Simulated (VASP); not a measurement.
# BaZrO3 (Pm-3m) in VASP: a series of runs

BaZrO3 is run at these levels: LDA; tasks: single point.

All numbers are computed with VASP 6.6.1; they aren't measurements. Logs are shortened: lines on timing, memory, paths and dates and some standing lists are left out, and cuts for length are marked.

## (1) The cell of the first run

The structure is cubic, space group Pm-3m (No. 221). Conventional cell: a = 4.097 Å, b = 4.097 Å, c = 4.097 Å, α = 90.00°, β = 90.00°, γ = 90.00°. Ba (site symmetry m-3m) has 12 O at 2.90 Å and 8 Zr at 3.55 Å within 3.8 Å. Within 2.7 Å of Zr (site symmetry m-3m) lie 6 O at 2.05 Å. Within 2.7 Å of O (site symmetry 4/mmm) lie 2 Zr at 2.05 Å.

## (2) Single point, LDA

File INCAR:

```
SYSTEM = BaZrO3
PREC = Accurate
ENCUT = 520
EDIFF = 1E-7
ISMEAR = 0
SIGMA = 0.01
LREAL = .False.
LASPH = .True.
NELM = 100
ALGO = Normal
ISIF = 2
LWAVE = .False.
LCHARG = .False.
GGA = CA
NBANDS = 28
```

File KPOINTS:

```
regular mesh
0
Gamma
  4 4 4
  0 0 0
```

File POSCAR:

```
BaZrO3
1.0
    4.0969601340      0.0000000000      0.0000000000
    0.0000000000      4.0969601340      0.0000000000
    0.0000000000      0.0000000000      4.0969601340
Ba Zr O
1 1 3
Direct
    0.0000000000      0.0000000000      0.0000000000
    0.5000000000      0.5000000000      0.5000000000
    0.0000000000      0.5000000000      0.5000000000
    0.5000000000      0.0000000000      0.5000000000
    0.5000000000      0.5000000000      0.0000000000
```

Potentials or basis: VASP PAW LDA potentials, release 64 (Ba_sv, Zr_sv, O).

The run is started by

```bash
> cat potpaw_LDA.64/Ba_sv/POTCAR potpaw_LDA.64/Zr_sv/POTCAR potpaw_LDA.64/O/POTCAR > POTCAR
> mpirun -np 1 vasp_std > vasp.out
```

OUTCAR:

```text
SYSTEM = BaZrO3
   PREC = Accurate
   ENCUT = 520
   EDIFF = 1E-7
   ISMEAR = 0
   LREAL = .False.
   LASPH = .True.
   NELM = 100
   ISIF = 2
   GGA = CA

 ion  position               nearest neighbor table
   1  0.000  0.000  0.000-   3 2.90   4 2.90   5 2.90   3 2.90   4 2.90   3 2.90   5 2.90   3 2.90
                             4 2.90   5 2.90   4 2.90   5 2.90   2 3.55   2 3.55   2 3.55   2 3.55
   2  0.500  0.500  0.500-   3 2.05   4 2.05   5 2.05   5 2.05   4 2.05   3 2.05   1 3.55   1 3.55
                             1 3.55   1 3.55   1 3.55   1 3.55   1 3.55   1 3.55
   3  0.000  0.500  0.500-   2 2.05   2 2.05   1 2.90   1 2.90   1 2.90   1 2.90
   4  0.500  0.000  0.500-   2 2.05   2 2.05   1 2.90   1 2.90   1 2.90   1 2.90
   5  0.500  0.500  0.000-   2 2.05   2 2.05   1 2.90   1 2.90   1 2.90   1 2.90

  LATTYP: Found a simple cubic cell.
 ALAT       =     4.0969601340

  Lattice vectors:

 A1 = (   4.0969601340,   0.0000000000,   0.0000000000)
 A2 = (   0.0000000000,   4.0969601340,   0.0000000000)
 A3 = (   0.0000000000,   0.0000000000,   4.0969601340)

Analysis of symmetry for initial positions (statically):
=====================================================================
 Subroutine PRICEL returns:
 Original cell was already a primitive cell.

 Routine SETGRP: Setting up the symmetry group for a
 simple cubic supercell.

 Subroutine GETGRP returns: Found 48 space group operations
 (whereof 48 operations were pure point group operations)
 out of a pool of 48 trial point group operations.

The static configuration has the point symmetry O_h .

Analysis of symmetry for dynamics (positions and initial velocities):
=====================================================================
 Subroutine PRICEL returns:
 Original cell was already a primitive cell.

 Routine SETGRP: Setting up the symmetry group for a
 simple cubic supercell.

 Subroutine GETGRP returns: Found 48 space group operations
 (whereof 48 operations were pure point group operations)
 out of a pool of 48 trial point group operations.

The dynamic configuration has the point symmetry O_h .

 Subroutine INISYM returns: Found 48 space group operations
 (whereof 48 operations are pure point group operations),
 and found     1 'primitive' translations

----------------------------------------------------------------------------------------

                                     Primitive cell

  volume of cell :      68.7678

  direct lattice vectors                    reciprocal lattice vectors
     4.096960134  0.000000000  0.000000000     0.244083410  0.000000000  0.000000000
     0.000000000  4.096960134  0.000000000     0.000000000  0.244083410  0.000000000
     0.000000000  0.000000000  4.096960134     0.000000000  0.000000000  0.244083410

  length of vectors
     4.096960134  4.096960134  4.096960134     0.244083410  0.244083410  0.244083410

  position of ions in fractional coordinates (direct lattice)
     0.000000000  0.000000000  0.000000000
     0.500000000  0.500000000  0.500000000
     0.000000000  0.500000000  0.500000000
     0.500000000  0.000000000  0.500000000
     0.500000000  0.500000000  0.000000000

  ion indices of the primitive-cell ions
   primitive index   ion index
                 1           1
                 2           2
                 3           3
                 4           4
                 5           5

----------------------------------------------------------------------------------------

 KPOINTS: regular mesh

Automatic generation of k-mesh.
 Grid dimensions read from file:
 generate k-points for:    4    4    4

 Generating k-lattice:

  Cartesian coordinates                     Fractional coordinates (reciprocal lattice)
     0.061020852  0.000000000  0.000000000     0.250000000  0.000000000  0.000000000
     0.000000000  0.061020852  0.000000000     0.000000000  0.250000000  0.000000000
     0.000000000  0.000000000  0.061020852     0.000000000  0.000000000  0.250000000

  Length of vectors
     0.061020852  0.061020852  0.061020852

  Shift w.r.t. Gamma in fractional coordinates (k-lattice)
     0.000000000  0.000000000  0.000000000

 Subroutine IBZKPT returns following result:
 ===========================================

 Found     10 irreducible k-points:

 Following reciprocal coordinates:
            Coordinates               Weight
  0.000000  0.000000  0.000000      1.000000
  0.250000  0.000000  0.000000      6.000000
  0.500000  0.000000  0.000000      3.000000
  0.250000  0.250000  0.000000     12.000000
  0.500000  0.250000  0.000000     12.000000
  0.500000  0.500000  0.000000      3.000000
  0.250000  0.250000  0.250000      8.000000
  0.500000  0.250000  0.250000     12.000000
  0.500000  0.500000  0.250000      6.000000
  0.500000  0.500000  0.500000      1.000000
   k-points           NKPTS =     10   k-points in BZ     NKDIM =     10   number of bands    NBANDS=     28
   number of dos      NEDOS =    301   number of ions     NIONS =      5
   total plane-waves  NPLWV =  27000
   dimension x,y,z NGX =    30 NGY =   30 NGZ =   30
   dimension x,y,z NGXF=    60 NGYF=   60 NGZF=   60
   ions per type =               1   1   3
   NGX,Y,Z   is equivalent  to a cutoff of  12.17, 12.17, 12.17 a.u.
   NGXF,Y,Z  is equivalent  to a cutoff of  24.35, 24.35, 24.35 a.u.
 SYSTEM =  BaZrO3
   PREC   = accura    normal or accurate (medium, high low for compatibility)
   ISTART =      0    job   : 0-new  1-cont  2-samecut
   ICHARG =      2    charge: 1-file 2-atom 10-const
   ISPIN  =      1    spin polarized calculation?
   LNONCOLLINEAR =      F non collinear calculations
   LSORBIT =      F    spin-orbit coupling
   LASPH  =      T    aspherical Exc in radial PAW
   ENCUT  =  520.0 eV  38.22 Ry    6.18 a.u.   7.62  7.62  7.62*2*pi/ulx,y,z
   NELM   =    100;   NELMIN=  2; NELMDL= -5     # of ELM steps
   EDIFF  = 0.1E-06   stopping-criterion for ELM
   LREAL  =      F    real-space projection
   EDIFFG = 0.1E-05   stopping-criterion for IOM
   NSW    =      0    number of steps for IOM
   IBRION =     -1    ionic relax: 0-MD 1-quasi-New 2-CG
   NFREE  =      0    steps in history (QN), initial steepest desc. (CG)
   ISIF   =      2    stress and relaxation
   ISYM   =      2    0-nonsym 1-usesym 2-fastsym
   POTIM  = 0.5000    time-step for ionic-motion
   TEBEG  =    0.0;   TEEND  =   0.0 temperature during run
   PSTRESS=    0.0 pullay stress
   NELECT =      40.0000    total number of electrons
   NUPDOWN=      -1.0000    fix difference up-down
   EMIN   =  10.00;   EMAX   =-10.00  energy-range for DOS
   EFERMI =   0.00;   METHOD = LEGACY
   ISMEAR =     0;   SIGMA  =   0.01  broadening in eV -4-tet -1-fermi 0-gaus
   EFERMI_NEDOS =   21; number of points for ismear=-14 and -15
   IALGO  =     38    algorithm
   IMIX   =      4    mixing-type and parameters
     AMIX     =   0.40;   BMIX     =  1.00
     AMIX_MAG =   1.60;   BMIX_MAG =  1.00
  volume/ion in A,a.u.               =      13.75        92.81
  Fermi-wavevector in a.u.,A,eV,Ry     =   1.366574  2.582450 25.409206  1.867524
  Thomas-Fermi vector in A             =   2.492702
   LORBIT       =      0    0 simple, 1 ext, 2 COOP (PROOUT), +10 PAW based schemes
   GGA     = CA    functional components
   LHFCALC =     F    Hartree Fock is set to
   AEXX    =    0.0000 exact exchange contribution
   IVDW    =     0    specifies the selected vdW correction
   LEPSILON=     F    determine dielectric tensor
   LRPA    =     F    only Hartree local field effects (RPA)
 non-spin polarized calculation
 Gauss-broadening in eV      SIGMA  =   0.01
  energy-cutoff  :      520.00
  volume of cell :       68.77
 maximum number of plane-waves:      1863
   NGX = 15   NGY = 15   NGZ = 15

 number of electron      39.9999981 magnetization

 Free energy of the ion-electron system (eV)
  ---------------------------------------------------
  ext. energy  EPLUGINS =         0.00000000
  ---------------------------------------------------
  free energy    TOTEN  =       -45.64325743 eV

  energy without entropy =      -45.64325743  energy(sigma->0) =      -45.64325743

 E-fermi :   4.0474     XC(G=0): -11.5772

 val. band max:        3.9862124294   @ k =   0.5000   0.5000   0.5000
 cond. band min:       7.1809417187   @ k =   0.0000   0.0000   0.0000
 fundamental gap:      3.1947292893
 Fermi energy:         4.0473822925

 k-point     1 :       0.0000    0.0000    0.0000
  band No.  band energies     occupation
      1     -42.2686      2.00000
      2     -20.9620      2.00000
      3     -20.7112      2.00000
      4     -20.7112      2.00000
      5     -20.7112      2.00000
      6     -12.1794      2.00000
[... 20 lines left out ...]
     27      12.2237      0.00000
     28      12.2237      0.00000

 k-point     2 :       0.2500    0.0000    0.0000
  band No.  band energies     occupation
      1     -42.2660      2.00000
      2     -21.1284      2.00000
      3     -20.7058      2.00000
      4     -20.7058      2.00000
      5     -20.6718      2.00000
      6     -12.3015      2.00000
[... 20 lines left out ...]
     27      12.2032      0.00000
     28      12.2300      0.00000

 k-point     3 :       0.5000    0.0000    0.0000
  band No.  band energies     occupation
      1     -42.2634      2.00000
      2     -21.2835      2.00000
      3     -20.7005      2.00000
      4     -20.7005      2.00000
      5     -20.6314      2.00000
      6     -12.4765      2.00000
[... 20 lines left out ...]
     27      12.2272      0.00000
     28      12.9282      0.00000

 k-point     4 :       0.2500    0.2500    0.0000
  band No.  band energies     occupation
      1     -42.2634      2.00000
      2     -21.1101      2.00000
      3     -20.8840      2.00000
      4     -20.7007      2.00000
      5     -20.6513      2.00000
      6     -12.1795      2.00000
[... 20 lines left out ...]
     27      12.3592      0.00000
     28      13.0986      0.00000

 k-point     5 :       0.5000    0.2500    0.0000
  band No.  band energies     occupation
      1     -42.2609      2.00000
      2     -21.1903      2.00000
      3     -20.8797      2.00000
      4     -20.7023      2.00000
      5     -20.6956      2.00000
      6     -12.2022      2.00000
[... 20 lines left out ...]
     27      12.5564      0.00000
     28      13.1632      0.00000

 k-point     6 :       0.5000    0.5000    0.0000
  band No.  band energies     occupation
      1     -42.2583      2.00000
      2     -21.0455      2.00000
      3     -21.0455      2.00000
      4     -20.8247      2.00000
      5     -20.6908      2.00000
      6     -12.0726      2.00000
[... 20 lines left out ...]
     27      13.7477      0.00000
     28      13.7478      0.00000

 k-point     7 :       0.2500    0.2500    0.2500
  band No.  band energies     occupation
      1     -42.2609      2.00000
      2     -21.0654      2.00000
      3     -20.8774      2.00000
      4     -20.8774      2.00000
      5     -20.6650      2.00000
      6     -11.6845      2.00000
[... 20 lines left out ...]
     27      12.8073      0.00000
     28      12.8073      0.00000

 k-point     8 :       0.5000    0.2500    0.2500
  band No.  band energies     occupation
      1     -42.2583      2.00000
      2     -21.1248      2.00000
      3     -20.8757      2.00000
      4     -20.8708      2.00000
      5     -20.7399      2.00000
      6     -11.6471      2.00000
[... 20 lines left out ...]
     27      12.0157      0.00000
     28      13.1998      0.00000

 k-point     9 :       0.5000    0.5000    0.2500
  band No.  band energies     occupation
      1     -42.2558      2.00000
      2     -21.0377      2.00000
      3     -21.0377      2.00000
      4     -20.8668      2.00000
      5     -20.7988      2.00000
      6     -11.4210      2.00000
[... 20 lines left out ...]
     27      12.5145      0.00000
     28      13.9060      0.00000

 k-point    10 :       0.5000    0.5000    0.5000
  band No.  band energies     occupation
      1     -42.2533      2.00000
      2     -21.0299      2.00000
      3     -21.0299      2.00000
      4     -21.0299      2.00000
      5     -20.7727      2.00000
      6     -10.6977      2.00000
[... 20 lines left out ...]
     27      13.6158      0.00000
     28      13.6158      0.00000

------------------------ aborting loop because EDIFF is reached ----------------------------------------

  FORCE on cell =-STRESS in cart. coord.  units (eV):
  Direction    XX          YY          ZZ          XY          YZ          ZX
  --------------------------------------------------------------------------------------
  -------------------------------------------------------------------------------------
  Total        3.7651183      3.7651183      3.7651183     -0.0000000     -0.0000000      0.0000000
  in kB       87.7210840     87.7210840     87.7210840     -0.0000000     -0.0000000      0.0000000
  external PRESSURE =      87.7210840 kB  Pullay stress =       0.0000000 kB

 VOLUME and BASIS-vectors are now :
 -----------------------------------------------------------------------------
  energy-cutoff  :      520.00
  volume of cell :       68.77
      direct lattice vectors                 reciprocal lattice vectors
     4.096960134  0.000000000  0.000000000     0.244083410  0.000000000  0.000000000
     0.000000000  4.096960134  0.000000000     0.000000000  0.244083410  0.000000000
     0.000000000  0.000000000  4.096960134     0.000000000  0.000000000  0.244083410

 POSITION                                       TOTAL-FORCE (eV/Angst)
 -----------------------------------------------------------------------------------
      0.00000      0.00000      0.00000         0.000000      0.000000      0.000000
      2.04848      2.04848      2.04848         0.000000      0.000000      0.000000
      0.00000      2.04848      2.04848         0.000000      0.000000      0.000000
      2.04848      0.00000      2.04848         0.000000      0.000000      0.000000
      2.04848      2.04848      0.00000         0.000000      0.000000      0.000000
 -----------------------------------------------------------------------------------
    total drift:                                0.000000      0.000000     -0.000000

  FREE ENERGIE OF THE ION-ELECTRON SYSTEM (eV)
  ---------------------------------------------------
  free  energy   TOTEN  =       -45.6432574253 eV

  energy  without entropy=      -45.6432574253  energy(sigma->0) =      -45.64325743
```

It took 17 s on 1 thread of AMD EPYC 7R43 (Zen 3), shared host; peak memory 0.12 GiB.

Results:

```
Free energy            : -45.6433 eV
Pressure               : 8.8 GPa
Band gap on the k mesh : 3.19 eV, indirect (least direct gap 3.32 eV)
```

Caveat: spin-orbit coupling is left out, which moves the levels of the heavy elements. A k mesh can miss the band edges.

(Part 1 of 2 ends here.)
